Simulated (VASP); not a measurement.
Write the native input for VASP 6.6.1 that does the following.

* Task: relaxation of shape and atoms at fixed volume
* Functional: PBE
* Potentials or basis: VASP PAW PBE potentials, release 64 (Co, O)
* Cutoff: 600 eV
* k mesh: 10 × 10 × 10
* Occupations: gaussian, width 0.05 eV
* Spin: collinear spin, antiferromagnetic start
* Starting moments: [2.81, -2.81, 0.0, 0.0] μB
* Hubbard terms: Co d U = 3.3 eV
* Dipole correction: no
* Further INCAR settings: ALGO = Normal; EDIFF = 1e-06; IBRION = 2; EDIFFG = -0.01; NSW = 60; ISIF = 4

The structure of CoO lies in POSCAR:

```
CoO
1.0
   -2.1452009070     -2.1452009070      4.3205016417
   -4.3205016417     -2.1452009070      2.1452009070
   -2.1452009070     -4.3205016417      2.1452009070
Co O
2 2
Direct
    0.0000000000      0.0000000000      0.0000000000
    0.5000000000      0.5000000000      0.5000000000
    1.2499999996     -0.7500000004     -0.7500000004
    1.7500000004     -0.2499999996     -0.2499999996
```

The input as run:

INCAR

```
SYSTEM = CoO
PREC = Accurate
ENCUT = 600
EDIFF = 1E-6
ISMEAR = 0
SIGMA = 0.05
LREAL = .False.
LASPH = .True.
NELM = 150
ALGO = Normal
ISIF = 4
LWAVE = .False.
LCHARG = .False.
ISPIN = 2
MAGMOM = 2.81 -2.81 0 0
LORBIT = 11
LMAXMIX = 4
LDAU = .True.
LDAUTYPE = 2
LDAUL = 2 -1
LDAUU = 3.3 0
LDAUJ = 0 0
LDAUPRINT = 1
GGA = PE
IBRION = 2
NSW = 60
EDIFFG = -0.01
```

KPOINTS

```
regular mesh
0
Gamma
  10 10 10
  0 0 0
```

Potentials or basis: VASP PAW PBE potentials, release 64 (Co, O).

Run with:

```sh
$ cat potpaw_PBE.64/Co/POTCAR potpaw_PBE.64/O/POTCAR > POTCAR
$ mpirun -np 1 vasp_std > vasp.out
```

It gave:

```json
{
  "Energy gained by relaxing": "12.2 meV/atom",
  "Ionic steps": "4",
  "Pressure after relaxing": "-10.4 GPa",
  "Band gap on the k mesh": "zero (filled and empty bands overlap)",
  "Net moment": "0.00 μB per cell",
  "Site moments": "Co +2.67, -2.67; O +0.00 μB",
  "Valence electrons inside the program's atomic spheres": "Co 7.72; O 4.97"
}
```

Run time: 30 min on 1 thread of Oxide Virtual Turin-like Processor, with other jobs on the host, peak memory 0.4 GiB.
